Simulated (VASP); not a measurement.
Wanted: the native input for a VASP 6.6.1 run.

```
Task                   : single point
Functional             : LDA
Potentials or basis    : VASP PAW LDA potentials, release 64 (Au, Cu)
Cutoff                 : 520 eV
k mesh                 : 9 × 9 × 7
Occupations            : fermi-dirac, width 0.05 eV
Spin                   : no spin polarisation
Dipole correction      : no
Further INCAR settings : ALGO = Normal; EDIFF = 1e-07; NBANDS = 18
```

The structure of CuAu lies in POSCAR:

```
CuAu
1.0
    2.7533711214      0.0000000000      0.0000000000
    0.0000000000      2.7533711214      0.0000000000
    0.0000000000      0.0000000000      3.6097748106
Au Cu
1 1
Direct
    0.0000000000      0.0000000000      0.0000000000
    0.5000000000      0.5000000000      0.5000000000
```

This cell differs from its parent crystal: volume scaled by 0.94.

These files were run (other wordings do the same):

INCAR

```
SYSTEM = CuAu
PREC = Accurate
ENCUT = 520
EDIFF = 1E-7
ISMEAR = -1
SIGMA = 0.05
LREAL = .FALSE.
LASPH = .TRUE.
NELM = 60
ALGO = Normal
ISIF = 2
LWAVE = .FALSE.
LCHARG = .FALSE.
NBANDS = 18
```

KPOINTS

```
Automatic mesh
0
G
  9 9 7
  0 0 0
```

Potentials or basis: VASP PAW LDA potentials, release 64 (Au, Cu).

Launch:

```bash
$ cat potpaw_LDA.64/Au/POTCAR potpaw_LDA.64/Cu/POTCAR > POTCAR
$ mpirun -np 1 vasp_std > vasp.out
```

It gave:

```yaml
Pressure: 2.0 GPa
Band_gap_on_the_k_mesh: zero (band 11 reaches 13.10 eV, above the bottom of band 12 at 7.35 eV)
```

Caveat: spin-orbit coupling is left out, which moves the levels of the heavy elements.

Run time: 26 s on 1 thread of Intel(R) Xeon(R) Platinum 8259CL CPU @ 2.50GHz (Skylake/Cascade Lake), on a shared host, peak memory 0.15 GiB.
